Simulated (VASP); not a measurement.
CdF2: single point with PBEsol

Crystal: CdF2.

```
Cd F
1.0
     0.00000    2.57093    3.09588
     2.40941    0.00000    3.09588
     2.40941    2.57093    0.00000
Cd F
1 2
Cartesian
  0.0000 0.0000 0.0000
  1.2047 1.2855 1.5479
  3.6141 3.8564 4.6438
```

This cell differs from its parent crystal: strain +e along x and -e along y -0.0300, strain +e along z and -e/2 along x and y +0.1500.

```yaml
Program: VASP 6.6.1
Task: single point
Functional: PBEsol
Potentials_or_basis: VASP PAW PBE potentials, release 64 (Cd, F)
Cutoff: 520 eV
k_mesh: 8 × 8 × 8
Occupations: gaussian, width 0.05 eV
Spin: no spin polarisation
Dipole_correction: no
Further_INCAR_settings: ALGO = Normal; EDIFF = 1e-06; NBANDS = 20
```

```json
{
  "Pressure": "2.0 GPa",
  "Band gap on the k mesh": "1.80 eV (least direct gap 2.27 eV)"
}
```

Stress tensor (GPa, compression positive):
```
 15.30   0.00   0.00
  0.00   6.15   0.00
  0.00   0.00 -15.57
```

Levels at points of the mesh, in eV from the valence-band top:
```tsv
k point	band 9	band 10	band 11	band 12	band 13	band 14	band 15	band 16	band 17	band 18
(0.00, 0.00, 0.00)	-1.58	-1.27	-1.14	-0.87	-0.47	1.80	11.91	12.02	12.56	17.06
(0.50, 0.00, 0.00)	-2.98	-2.51	-2.07	-1.10	-0.98	6.15	7.57	13.42	14.63	16.60
(0.50, 0.50, 0.00)	-3.52	-3.18	-1.58	-0.52	-0.08	6.65	9.37	11.80	13.79	14.29
(0.50, 0.00, 0.50)	-3.56	-3.28	-0.92	-0.63	0.00	7.23	8.01	10.99	11.77	14.72
(0.00, 0.50, 0.50)	-3.58	-3.49	-0.88	-0.37	-0.17	6.75	8.34	11.31	11.56	14.21
```

It took 2.5 min on 1 thread of Oxide Virtual Turin-like Processor, with other jobs on the host, peak memory 0.18 GiB.

Caveat: the cell differs from its parent crystal (strain +e along x and -e along y -0.0300, strain +e along z and -e/2 along x and y +0.1500); the stress differs along the axes, from -16 to 15 GPa; the PAW data sets were made with another functional, which shifts forces and pressure a little. A k mesh can miss the band edges.
